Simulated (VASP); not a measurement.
Runs of VASP 6.6.1 on Nb3ReTe. The structure is that of space group P4mm (No. 99), or close to it. The cells are those of the table. 

```tsv
task	spin	cell	k mesh	cutoff (eV)	gap on the mesh (eV)	pressure (GPa)	largest force (eV/Å)
single point	collinear, ferromagnetic start	a = 3.781, b = 3.781, c = 7.612 Å, 5 atoms	4 × 4 × 2	520	none	-0.1	0.07
relaxation of cell and atoms	off	relaxed from a = 3.758, b = 3.758, c = 7.341 Å, 5 atoms	4 × 4 × 4	600	none	0.0	0.03
single point	off	a = 3.781, b = 3.781, c = 7.612 Å, 5 atoms	4 × 4 × 4	520	none	-0.2	0.05
single point	off	a = 3.758, b = 3.758, c = 7.341 Å, 5 atoms	4 × 4 × 4	520	none	(a)	(b)
```

Alike in all rows: level PBE; potentials or basis VASP PAW PBE potentials, release 64 (Nb_sv, Re, Te); smearing gaussian 0.1 eV.

Q: Fill in the values left out.

A: (a) 7.9; (b) 5.15.

Caveats: all runs use coarse meshes; spin-orbit coupling is left out, which moves the levels of the heavy elements; forces of over 1 eV/Å act on the atoms, so gaps and moduli don't describe the material at rest (some runs).

A k mesh can miss the band edges, and the runs leave out spin-orbit coupling on Nb, Re, Te.

A gap of «none» marks levels without a gap at the run's occupations.
